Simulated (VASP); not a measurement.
Write the native input for VASP 6.6.1 that does the following.

```
Task                   : single point
Functional             : r2SCAN
Potentials or basis    : VASP PAW PBE potentials, release 64 (Nb_sv, Si)
Cutoff                 : 520 eV
k mesh                 : 11 × 11 × 9
Occupations            : methfessel-paxton, width 0.2226 eV
Spin                   : no spin polarisation
Dipole correction      : no
Further INCAR settings : ALGO = Normal; EDIFF = 1e-06; NBANDS = 18
```

NbSi2:

```
CELL_PARAMETERS angstrom
1.82872 3.16744 0.00000
-1.82872 3.16744 0.00000
0.00000 0.00000 3.91490
ATOMIC_POSITIONS crystal
Nb 0.00000 0.00000 0.00000
Si 0.33330 0.33340 0.50000
Si 0.66660 0.66670 0.50000
```

These files were run (other wordings do the same):

POSCAR

```
NbSi2
1.0
    1.8287250000      3.1674440000      0.0000000000
   -1.8287250000      3.1674440000      0.0000000000
    0.0000000000      0.0000000000      3.9149000000
Nb Si
1 2
Direct
    0.0000000000      0.0000000000      0.0000000000
    0.3333000000      0.3334000000      0.5000000000
    0.6666000000      0.6667000000      0.5000000000
```

INCAR.step1

```
SYSTEM = NbSi2
ALGO = Normal
EDIFF = 1E-4
ENCUT = 520
GGA = PE
ISMEAR = 1
LASPH = .TRUE.
LCHARG = .FALSE.
LREAL = .FALSE.
LWAVE = .TRUE.
NBANDS = 18
NELM = 100
PREC = Accurate
SIGMA = 0.2226
```

INCAR.step2

```
SYSTEM = NbSi2
ALGO = Normal
EDIFF = 1E-6
ENCUT = 520
ISIF = 2
ISMEAR = 1
ISTART = 1
LASPH = .TRUE.
LCHARG = .TRUE.
LELF = .TRUE.
LMIXTAU = .TRUE.
LREAL = .FALSE.
LVHAR = .TRUE.
LWAVE = .FALSE.
METAGGA = R2SCAN
NBANDS = 18
NELM = 100
PREC = Accurate
SIGMA = 0.2226
```

KPOINTS

```
k-points
0
G
  11 11 9
  0 0 0
```

Potentials or basis: VASP PAW PBE potentials, release 64 (Nb_sv, Si).

Launch:

```bash
$ cat potpaw_PBE.64/Nb_sv/POTCAR potpaw_PBE.64/Si/POTCAR > POTCAR
$ cp INCAR.step1 INCAR
$ mpirun -np 1 vasp_std > vasp.out
$ cp INCAR.step2 INCAR
$ mpirun -np 1 vasp_std > vasp.out
```

It gave:

```json
{
 "Pressure": "10.8 GPa",
 "Largest force": "0.005 eV/Å",
 "Band gap on the k mesh": "zero (an odd number of electrons rules out a gap without spin polarisation)"
}
```

Caveat: the stress differs along the axes, from -20 to 26 GPa; the PAW data sets were made with another functional, which shifts forces and pressure a little.

It took 4.2 min on 1 thread of Intel(R) Xeon(R) 6975P-C (Granite Rapids) (shared host), peak memory 0.26 GiB.
